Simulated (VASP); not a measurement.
Wanted: the native input for a VASP 6.6.1 run.

```yaml
Task: relaxation of cell and atoms
Functional: PBE
Potentials_or_basis: VASP PAW PBE potentials, release 64 (Ca_sv, Si, N)
Cutoff: 600 eV
k_mesh: 12 × 12 × 8
Occupations: gaussian, width 0.1 eV
Spin: no spin polarisation
Dipole_correction: no
Further_INCAR_settings: ALGO = Normal; EDIFF = 1e-07; IBRION = 2; EDIFFG = -0.01; NSW = 100; ISIF = 3
```

The structure of Ca2SiN2 lies in POSCAR:

```
Ca2SiN2
1.0
    5.5081487517      0.0000000000      0.0000000000
   -2.7540743759      4.7701967468      0.0000000000
    0.0000000000      0.0000000000      5.1403990521
Ca Si N
2 1 2
Direct
    0.3333333333      0.6666666667      0.0000000000
    0.6666666667      0.3333333333      0.0000000000
    0.0000000000      0.0000000000      0.0000000000
    0.0000000000      0.0000000000      0.6144974596
    0.0000000000      0.0000000000      0.3855025404
```

The cell was generated, and may not be a known phase.

The input as run:

INCAR

```
SYSTEM = Ca2SiN2
ALGO = Normal
EDIFF = 1E-7
EDIFFG = -0.01
ENCUT = 600
GGA = PE
GGA_COMPAT = .FALSE.
IBRION = 2
ISIF = 3
ISMEAR = 0
LASPH = .TRUE.
LCHARG = .FALSE.
LREAL = .FALSE.
LWAVE = .FALSE.
NELM = 120
NELMIN = 4
NSW = 100
PREC = Accurate
SIGMA = 0.1
```

KPOINTS

```
k-points
0
G
  12 12 8
  0 0 0
```

Potentials or basis: VASP PAW PBE potentials, release 64 (Ca_sv, Si, N).

The run is started by

```sh
$ cat potpaw_PBE.64/Ca_sv/POTCAR potpaw_PBE.64/Si/POTCAR potpaw_PBE.64/N/POTCAR > POTCAR
$ mpirun -np 1 vasp_std > vasp.out
```

Results of the run:

```
Relaxed volume                        : 27.25 Å³/atom
Relaxed cell                          : a = 5.558 Å, b = 5.558 Å, c = 5.093 Å, α = 90.00°, β = 90.00°, γ = 120.00°
Space group after relaxing (to 0.1 Å) : P6/mmm (No. 191)
Energy gained by relaxing             : 1.7 meV/atom
Ionic steps                           : 5
Pressure after relaxing               : 0.0 GPa
Largest force after relaxing          : 0.010 eV/Å
Band gap on the k mesh                : zero (bands 17 and 18 overlap by 0.89 eV)
```

Caveat: the standard files for N, O and F lose accuracy on very short bonds.

Wall time 12 min on 1 thread of Intel(R) Xeon(R) 6975P-C (Granite Rapids), on a shared host, peak memory 0.55 GiB.
